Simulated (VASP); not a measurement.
Wanted: the native input for a VASP 6.6.1 run.

```yaml
Task: single point
Functional: LDA
Potentials_or_basis: VASP PAW LDA potentials, release 64 (B, As_d)
Cutoff: 600 eV
k_mesh: 10 × 10 × 10
Occupations: fermi-dirac, width 0.02 eV
Spin: no spin polarisation
Dipole_correction: no
Second_run: valence_matched
Further_INCAR_settings: ALGO = Normal; EDIFF = 1e-06; NBANDS = 16
```

The structure of BAs lies in POSCAR:

```
BAs
1.0
    0.0000000000      2.3657126535      2.3657126535
    2.3657126535      0.0000000000      2.3657126535
    2.3657126535      2.3657126535      0.0000000000
B As
1 1
Direct
    0.0000000000      0.0000000000      0.0000000000
    0.2500000000      0.2500000000      0.2500000000
```

One way to write it, as run:

INCAR

```
PREC     = Accurate       # precision mode
ENCUT    = 600            # plane-wave cutoff, eV
EDIFF    = 1E-6           # SCF threshold, eV
ISMEAR   = -1             # smearing method
SIGMA    = 0.02           # smearing width, eV
LREAL    = False          # projectors in reciprocal space
LASPH    = True           # aspherical terms in the spheres
NELM     = 120            # most SCF steps
ALGO     = Normal         # electronic algorithm
ISIF     = 2              # what is computed and relaxed
LWAVE    = False          # write WAVECAR
LCHARG   = False          # write CHGCAR
NBANDS   = 16             # bands
GGA_COMPAT= False
```

KPOINTS

```
Automatic mesh
0
Gamma
  10 10 10
```

Potentials or basis: VASP PAW LDA potentials, release 64 (B, As_d).

The run is started by

```console
$ cat potpaw_LDA.64/B/POTCAR potpaw_LDA.64/As_d/POTCAR > POTCAR
$ mpirun -np 1 vasp_std > vasp.out
```

Results of the run:

| Item | Value |
| --- | --- |
| Pressure | 1.1 GPa |
| Band gap on the k mesh | 1.10 eV, indirect (least direct gap 3.29 eV) |

Run time: 28 s on 1 thread of AMD EPYC 7R13 Processor (Zen 3), on a shared host, peak memory 0.12 GiB.
